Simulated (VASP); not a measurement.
# CdSe: single point with PBE

Crystal: CdSe.

```
Cd Se
1.0
     4.27561    0.00000    0.00000
    -2.13781    3.70279    0.00000
     0.00000    0.00000    6.97050
Cd Se
2 2
Direct
  0.33333 0.66667 0.99952
  0.66667 0.33333 0.49952
  0.33333 0.66667 0.37548
  0.66667 0.33333 0.87548
```

This cell differs from its parent crystal: strain -1.5%.

- Program: VASP 6.6.1
- Task: single point
- Functional: PBE
- Potentials or basis: VASP PAW PBE potentials, release 64 (Cd, Se)
- Cutoff: 520 eV
- k mesh: 12 × 12 × 4
- Occupations: fermi-dirac, width 0.02 eV
- Spin: no spin polarisation

```
Pressure               : 4.4 GPa
Largest force          : 0.006 eV/Å
Band gap on the k mesh : 0.71 eV
```

Forces on the atoms (eV/Å):
```
Cd   0.000  0.000  0.006
Cd   0.000  0.000  0.006
Se   0.000  0.000 -0.006
Se   0.000  0.000 -0.006
```

Stress tensor (GPa, compression positive):
```
4.34 0.00 0.00
0.00 4.34 0.00
0.00 0.00 4.43
```

Levels at points of the mesh, in eV from the valence-band top:
| k point | band 16 | band 17 | band 18 | band 19 | band 20 | band 21 |
| --- | --- | --- | --- | --- | --- | --- |
| (0.00, 0.00, 0.00) | -0.05 | 0.00 | 0.00 | 0.71 | 2.22 | 5.86 |
| (0.50, 0.00, 0.00) | -1.93 | -1.39 | -0.79 | 3.26 | 3.32 | 4.77 |
| (0.00, 0.00, 0.50) | -0.42 | -0.42 | -0.42 | 2.41 | 2.41 | 5.89 |
| (0.50, 0.00, 0.50) | -1.41 | -1.40 | -1.40 | 2.95 | 2.95 | 4.85 |

It took 62 s on 1 thread of Intel(R) Xeon(R) 6975P-C (Granite Rapids), on a shared host, peak memory 0.31 GiB.

Caveat: the cell differs from its parent crystal (strain -1.5%); the cell stands under pressure.
